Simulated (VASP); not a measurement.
A run of VASP 6.6.1 is set up as follows.

Contents of INCAR:

```
PREC = Accurate
ENCUT = 520
EDIFF = 1E-7
ISMEAR = 0
SIGMA = 0.1
LREAL = False
LASPH = True
NELM = 60
ALGO = Fast
ISIF = 2
LWAVE = False
LCHARG = False
GGA = PE
NBANDS = 21
```

The input KPOINTS:

```
Automatic mesh
0
Gamma
  12 12 12
```

The input POSCAR:

```
Y2Te
1.0
    0.0000000000      3.5795725975      3.5795725975
    3.5795725975      0.0000000000      3.5795725975
    3.5795725975      3.5795725975      0.0000000000
Y Te
2 1
Direct
    0.2500000000      0.2500000000      0.2500000000
    0.7500000000      0.7500000000      0.7500000000
    0.0000000000      0.0000000000      0.0000000000
```

Potentials or basis: VASP PAW PBE potentials, release 64 (Y_sv, Te).

Run with:

```bash
$ cat potpaw_PBE.64/Y_sv/POTCAR potpaw_PBE.64/Te/POTCAR > POTCAR
$ mpirun -np 1 vasp_std > vasp.out
```

Q: Predict the pressure.

A: 0.0 GPa.

Q: What does it give for the band gap on the k mesh?

A: Zero (band 14 reaches 5.46 eV, above the bottom of band 15 at 4.31 eV).

Caveat: spin-orbit coupling is left out, which moves the levels of the heavy elements.
